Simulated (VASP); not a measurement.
## Na: relaxation of cell and atoms with PBE

Crystal: Na.

```
Na
1.0
    -2.14000    2.14000    2.14000
     2.14000   -2.14000    2.14000
     2.14000    2.14000   -2.14000
Na
1
Direct
  0.00000 0.00000 0.00000
```

* Program: VASP 6.6.1
* Task: relaxation of cell and atoms
* Functional: PBE
* Potentials or basis: VASP PAW PBE potentials, release 64 (Na_pv)
* Cutoff: 500 eV
* k mesh: 13 × 13 × 13
* Occupations: methfessel-paxton, width 0.1 eV
* Spin: no spin polarisation
* Dipole correction: no
* Further INCAR settings: ALGO = Normal; EDIFF = 1e-07; IBRION = 2; EDIFFG = -0.02; NSW = 80; ISIF = 3

```yaml
Relaxed_volume: 36.83 Å³/atom
Relaxed_cell: a = 3.630 Å, b = 3.630 Å, c = 3.630 Å, α = 109.47°, β = 109.47°, γ = 109.47°
Space_group_after_relaxing_to_0.1_Å: Im-3m (No. 229)
Energy_gained_by_relaxing: 3.2 meV/atom
Ionic_steps: 3
Pressure_after_relaxing: 0.0 GPa
Band_gap_on_the_k_mesh: zero (an odd number of electrons rules out a gap without spin polarisation)
```

The path:
```csv
step,energy change (eV),largest force (eV/Å),pressure (GPa),volume (Å³)
1,0.0000,0.0000,-0.44,39.20
2,-0.0014,0.0000,-0.33,38.60
3,-0.0032,0.0000,0.02,36.83
```

Final structure:
```yaml
crystal:
  lattice:
    - [-2.09598, 2.09598, 2.09598]
    - [2.09598, -2.09598, 2.09598]
    - [2.09598, 2.09598, -2.09598]
  atoms:
    - { symbol: Na, position: [0.00000, 0.00000, 0.00000] }
```

Levels at points of the mesh, in eV from the Fermi level:
```csv
k point,band 1,band 2,band 3,band 4,band 5,band 6,band 7
"(0.00, 0.00, 0.00)",-24.94,-24.94,-24.94,-3.33,11.73,11.73,11.73
```

It took 17 s on 1 thread of Intel(R) Xeon(R) 6975P-C (Granite Rapids) (shared host), peak memory 0.15 GiB.
